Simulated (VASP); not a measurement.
# BP (F-43m) in VASP: a series of runs

Runs on BP. Level: PBEsol. Tasks: vibrations by perturbation theory.

All numbers are computed with VASP 6.6.1; they aren't measurements. Logs are shortened: lines on timing, memory, paths and dates and some standing lists are left out, and cuts for length are marked.

### Step 1. The cell of the first run

It takes space group F-43m (No. 216, cubic). Conventional cell: a = 4.520 Å, b = 4.520 Å, c = 4.520 Å, α = 90.00°, β = 90.00°, γ = 90.00°. B (site symmetry -43m) has 4 P at 1.96 Å within 2.6 Å. Within 2.6 Å of P (site symmetry -43m) lie 4 B at 1.96 Å.

### Step 2. Vibrations by perturbation theory, PBEsol

INCAR reads:

```
PREC = Accurate ; ENCUT = 520
EDIFF = 1E-8 ; ISMEAR = 0
SIGMA = 0.01 ; LREAL = False
LASPH = True ; NELM = 60
ALGO = Normal ; ISIF = 2
LWAVE = False ; LCHARG = False
GGA = PS ; IBRION = 8
NSW = 1
```

KPOINTS reads:

```
Automatic mesh
0
Gamma
  8 8 8
```

POSCAR reads:

```
BP
1.0
    0.0000000000      2.2600694606      2.2600694606
    2.2600694606      0.0000000000      2.2600694606
    2.2600694606      2.2600694606      0.0000000000
B P
1 1
Direct
    0.0000000000      0.0000000000      0.0000000000
    0.7500000000      0.7500000000      0.7500000000
```

Potentials or basis: VASP PAW PBE potentials, release 64 (B, P).

Launch:

```sh
$ cat potpaw_PBE.64/B/POTCAR potpaw_PBE.64/P/POTCAR > POTCAR
$ mpirun -np 1 vasp_std > vasp.out
```

OUTCAR:

```text
PREC = Accurate
   ENCUT = 520
   EDIFF = 1E-8
   ISMEAR = 0
   LREAL = False
   LASPH = True
   NELM = 60
   ISIF = 2
   GGA = PS
   IBRION = 8
   NSW = 1

 ion  position               nearest neighbor table
   1  0.000  0.000  0.000-   2 1.96   2 1.96   2 1.96   2 1.96
   2  0.750  0.750  0.750-   1 1.96   1 1.96   1 1.96   1 1.96

  LATTYP: Found a face centered cubic cell.
 ALAT       =     4.5201389212

  Lattice vectors:

 A1 = (   0.0000000000,   2.2600694606,   2.2600694606)
 A2 = (   2.2600694606,   0.0000000000,   2.2600694606)
 A3 = (   2.2600694606,   2.2600694606,   0.0000000000)

Analysis of symmetry for initial positions (statically):
=====================================================================
 Subroutine PRICEL returns:
 Original cell was already a primitive cell.

 Routine SETGRP: Setting up the symmetry group for a
 face centered cubic supercell.

 Subroutine GETGRP returns: Found 24 space group operations
 (whereof 24 operations were pure point group operations)
 out of a pool of 48 trial point group operations.

The static configuration has the point symmetry T_d .

Analysis of symmetry for dynamics (positions and initial velocities):
=====================================================================
 Subroutine PRICEL returns:
 Original cell was already a primitive cell.

 Routine SETGRP: Setting up the symmetry group for a
 face centered cubic supercell.

 Subroutine GETGRP returns: Found 24 space group operations
 (whereof 24 operations were pure point group operations)
 out of a pool of 48 trial point group operations.

The dynamic configuration has the point symmetry T_d .

 Subroutine INISYM returns: Found 24 space group operations
 (whereof 24 operations are pure point group operations),
 and found     1 'primitive' translations

----------------------------------------------------------------------------------------

[... 423 lines left out ...]
  external PRESSURE =       1.2465955 kB  Pullay stress =       0.0000000 kB

 VOLUME and BASIS-vectors are now :
 -----------------------------------------------------------------------------
  energy-cutoff  :      520.00
  volume of cell :       23.09
      direct lattice vectors                 reciprocal lattice vectors
     0.000000000  2.260069461  2.260069461    -0.221232139  0.221232139  0.221232139
     2.260069461  0.000000000  2.260069461     0.221232139 -0.221232139  0.221232139
     2.260069461  2.260069461  0.000000000     0.221232139  0.221232139 -0.221232139

 POSITION                                       TOTAL-FORCE (eV/Angst)
 -----------------------------------------------------------------------------------
      0.00000      0.00000      0.00000         0.000000      0.000000      0.000000
      3.39010      3.39010      3.39010        -0.000000     -0.000000     -0.000000
 -----------------------------------------------------------------------------------
    total drift:                               -0.000000     -0.000000     -0.000000

  FREE ENERGIE OF THE ION-ELECTRON SYSTEM (eV)
  ---------------------------------------------------
  free  energy   TOTEN  =       -13.6715823992 eV

  energy  without entropy=      -13.6715823992  energy(sigma->0) =      -13.67158240

[... ionic steps 2 to 3 ...]

--------------------------------------- Ionic step        4  -------------------------------------------

------------------------ aborting loop because EDIFF is reached ----------------------------------------

[... ionic steps 5 to 6 ...]

--------------------------------------- Ionic step        7  -------------------------------------------

 Free energy of the ion-electron system (eV)
  ---------------------------------------------------
  ---------------------------------------------------
  free energy    TOTEN  =        -0.04071482 eV

  energy without entropy =       -0.04071482

------------------------ aborting loop because EDIFF is reached ----------------------------------------

 INTERNAL STRAIN TENSOR  FOR ION    2  DIRECTION 1   (eV/Angst):
 -----------------------------------------------------------------------------
    -0.01130  0.00000  0.00000
     0.00000  0.00892  7.44400
     0.00000  7.44400  0.00892

 INTERNAL STRAIN TENSOR FOR ION    2 for displacements in x,y,z  (eV/Angst):
          X           Y           Z          XY          YZ          ZX
  --------------------------------------------------------------------------------
  x     0.00000     0.00000     0.00000     0.00000     7.44400     0.00000
  y     0.00000     0.00000     0.00000     0.00000     0.00000     7.44400
  z     0.00000     0.00000     0.00000     7.44400     0.00000     0.00000

 SECOND DERIVATIVES (NOT SYMMETRIZED)
 ------------------------------------
               1X          1Y          1Z          2X          2Y          2Z
  1X   -19.391339    0.000000    0.000000   19.391339    0.000000    0.000000
  1Y     0.000000  -19.391339    0.000000    0.000000   19.391339    0.000000
  1Z     0.000000    0.000000  -19.391339    0.000000    0.000000   19.391339
  2X    19.389078    0.000000    0.000000  -19.389078    0.000000    0.000000
  2Y     0.000000   19.389078    0.000000    0.000000  -19.389078    0.000000
  2Z     0.000000    0.000000   19.389078    0.000000    0.000000  -19.389078

 Eigenvectors and eigenvalues of the dynamical matrix
 ----------------------------------------------------

   1 f  =   24.317935 THz   152.794093 2PiTHz  811.159005 cm-1   100.570854 meV
             X         Y         Z           dx          dy          dz
      0.000000  0.000000  0.000000    -0.000000   -0.000000   -0.860984
      3.390104  3.390104  3.390104     0.000000    0.000000    0.508632
[... 21 lines left out ...]
   6 f/i=    0.000621 THz     0.003901 2PiTHz    0.020712 cm-1     0.002568 meV
             X         Y         Z           dx          dy          dz
      0.000000  0.000000  0.000000     0.095354   -0.020017    0.499213
      3.390104  3.390104  3.390104     0.161410   -0.033883    0.845040

--------------------------------------------------------------------------------------------------------

 ELASTIC MODULI CONTR FROM IONIC RELAXATION (kBar)
 Direction    XX          YY          ZZ          XY          YZ          ZX
 --------------------------------------------------------------------------------
 XX          -0.0000     -0.0000     -0.0000     -0.0000     -0.0000     -0.0000
 YY          -0.0000     -0.0000     -0.0000     -0.0000     -0.0000      0.0000
 ZZ          -0.0000     -0.0000     -0.0000     -0.0000     -0.0000     -0.0000
 XY          -0.0000     -0.0000     -0.0000   -210.5940      0.0000      0.0000
 YZ          -0.0000     -0.0000     -0.0000      0.0000   -210.5940      0.0000
 ZX          -0.0000      0.0000     -0.0000      0.0000      0.0000   -210.5940
 --------------------------------------------------------------------------------
```

stdout:

```text
POSCAR found type information on POSCAR B P
 POSCAR found :  2 types and       2 ions
 scaLAPACK will be used
 -----------------------------------------------------------------------------
|                                                                             |
|                                                                             |
|     You enforced a specific xc type in the INCAR file but a different       |
|     I HOPE YOU KNOW WHAT YOU ARE DOING!                                     |
|                                                                             |
 -----------------------------------------------------------------------------

 LDA part: xc-table for (Slater+PW92), standard interpolation
 POSCAR, INCAR and KPOINTS ok, starting setup
 FFT: planning ... GRIDC
 FFT: planning ... GRID_SOFT
 FFT: planning ... GRID
 WAVECAR not read
 entering main loop
 Linear response reoptimize wavefunctions to high precision
 Linear response DOF=           2
 Linear response progress:
 first order change of Fermi-energy   0.12605E-03
 force on displaced ion       1 direction 1 : -19.391  -0.000  -0.000
 Linear response progress:
 first order change of Fermi-energy   0.13418E-03
 force on displaced ion       2 direction 1 : -19.389  -0.000  -0.000
 Linear response finished
```

Wall time 64 s (1 thread of Intel Xeon 8259CL, shared host); peak memory 0.18 GiB.

What came out:

- Highest phonon frequency at Γ, LO-TO splitting left out: 811 cm⁻¹

Phonon frequencies in cm⁻¹ (negative: imaginary):
| q point | frequencies |
| --- | --- |
| (0.000, 0.000, 0.000) | 0 0 0 811 811 811 |

Caveat: the PAW data sets were made with another functional, which shifts forces and pressure a little.

### Step 3. Vibrations by perturbation theory, PBEsol (11.37 Å³/atom)

This run uses another cell than the first one, of 11.37 Å³/atom.

INCAR reads:

```
  PREC = Accurate
  ENCUT = 520
  EDIFF = 1E-8
  ISMEAR = 0
  SIGMA = 0.01
  LREAL = False
  LASPH = True
  NELM = 80
  ALGO = Normal
  ISIF = 2
  LWAVE = False
  LCHARG = False
  GGA = PS
  NBANDS = 11
  IBRION = 8
  NSW = 1
```

KPOINTS reads:

```
regular mesh
0
Gamma
  8 8 8
```

POSCAR reads:

```
BP
1.0
    0.0000000000      2.2487121360      2.2487121360
    2.2487121360      0.0000000000      2.2487121360
    2.2487121360      2.2487121360      0.0000000000
B P
1 1
Direct
    0.0000000000      0.0000000000      0.0000000000
    0.7500000000      0.7500000000      0.7500000000
```

Potentials or basis: VASP PAW PBE potentials, release 64 (B, P).

Launch:

```sh
$ cat potpaw_PBE.64/B/POTCAR potpaw_PBE.64/P/POTCAR > POTCAR
$ mpirun -np 1 vasp_std > vasp.out
```

OUTCAR:

```text
PREC = Accurate
   ENCUT = 520
   EDIFF = 1E-8
   ISMEAR = 0
   LREAL = False
   LASPH = True
   NELM = 80
   ISIF = 2
   GGA = PS
   IBRION = 8
   NSW = 1

 ion  position               nearest neighbor table
   1  0.000  0.000  0.000-   2 1.95   2 1.95   2 1.95   2 1.95
   2  0.750  0.750  0.750-   1 1.95   1 1.95   1 1.95   1 1.95

  LATTYP: Found a face centered cubic cell.
 ALAT       =     4.4974242720

  Lattice vectors:

[... 590 lines left out ...]
 ------------------------------------
               1X          1Y          1Z          2X          2Y          2Z
  1X   -19.983797    0.000000    0.000000   19.983797    0.000000    0.000000
  1Y     0.000000  -19.983797    0.000000    0.000000   19.983797    0.000000
  1Z     0.000000    0.000000  -19.983797    0.000000    0.000000   19.983797
  2X    19.982754    0.000000    0.000000  -19.982754    0.000000    0.000000
  2Y     0.000000   19.982754    0.000000    0.000000  -19.982754    0.000000
  2Z     0.000000    0.000000   19.982754    0.000000    0.000000  -19.982754

 Eigenvectors and eigenvalues of the dynamical matrix
 ----------------------------------------------------

   1 f  =   24.686835 THz   155.111961 2PiTHz  823.464189 cm-1   102.096501 meV
             X         Y         Z           dx          dy          dz
      0.000000  0.000000  0.000000     0.000000    0.860977    0.000000
      3.373068  3.373068  3.373068     0.000000   -0.508644    0.000000
[... 21 lines left out ...]
   6 f/i=    0.000282 THz     0.001772 2PiTHz    0.009406 cm-1     0.001166 meV
             X         Y         Z           dx          dy          dz
      0.000000  0.000000  0.000000     0.000000    0.000000   -0.508644
      3.373068  3.373068  3.373068     0.000000    0.000000   -0.860977

--------------------------------------------------------------------------------------------------------

 ELASTIC MODULI CONTR FROM IONIC RELAXATION (kBar)
 Direction    XX          YY          ZZ          XY          YZ          ZX
 --------------------------------------------------------------------------------
 XX          -0.0000     -0.0000     -0.0000      0.0000      0.0000     -0.0000
 YY          -0.0000     -0.0000     -0.0000      0.0000      0.0000      0.0000
 ZZ          -0.0000     -0.0000     -0.0000      0.0000      0.0000     -0.0000
 XY           0.0000      0.0000      0.0000   -245.8146      0.0000      0.0000
 YZ           0.0000      0.0000      0.0000      0.0000   -245.8146      0.0000
 ZX          -0.0000      0.0000     -0.0000      0.0000      0.0000   -245.8146
 --------------------------------------------------------------------------------
```

OSZICAR:

```text
N       E                     dE             d eps       ncg     rms          rms(c)
DAV:   1     0.855963557509E+01    0.85596E+01   -0.39909E+03   646   0.658E+02
DAV:   2    -0.138640624352E+02   -0.22424E+02   -0.21505E+02   871   0.110E+02
DAV:   3    -0.144336657089E+02   -0.56960E+00   -0.56838E+00   813   0.153E+01
[... 37 lines left out ...]
RMM:   6    -0.406750164871E-01    0.74687E-05   -0.31093E-06  3582   0.648E-04    0.245E-03
RMM:   7    -0.406736528431E-01    0.13636E-05   -0.69695E-07  3576   0.447E-04    0.682E-05
RMM:   8    -0.406731605970E-01    0.49225E-06   -0.98489E-08  3636   0.574E-05    0.252E-05
RMM:   9    -0.406730714749E-01    0.89122E-07    0.18137E-07  3702   0.201E-05    0.632E-06
RMM:  10    -0.406730970400E-01   -0.25565E-07    0.29243E-08  3677   0.443E-06    0.548E-06
RMM:  11    -0.406730965362E-01    0.50387E-09   -0.80765E-09  3186   0.151E-06    0.396E-07
 Linear response finished
```

Run time: 74 s. Hardware: 1 thread of Intel Xeon 8259CL, shared host; peak memory 0.18 GiB.

What came out:

| Property | Result |
| --- | --- |
| Highest phonon frequency at Γ, LO-TO splitting left out | 823 cm⁻¹ |

Phonon frequencies in cm⁻¹ (negative: imaginary):
| q point | frequencies |
| --- | --- |
| (0.000, 0.000, 0.000) | 0 0 0 823 823 823 |

Caveat: the cell stands under pressure or tension, which shifts response properties; the PAW data sets were made with another functional, which shifts forces and pressure a little.

(Continued in part 2 of 2.)
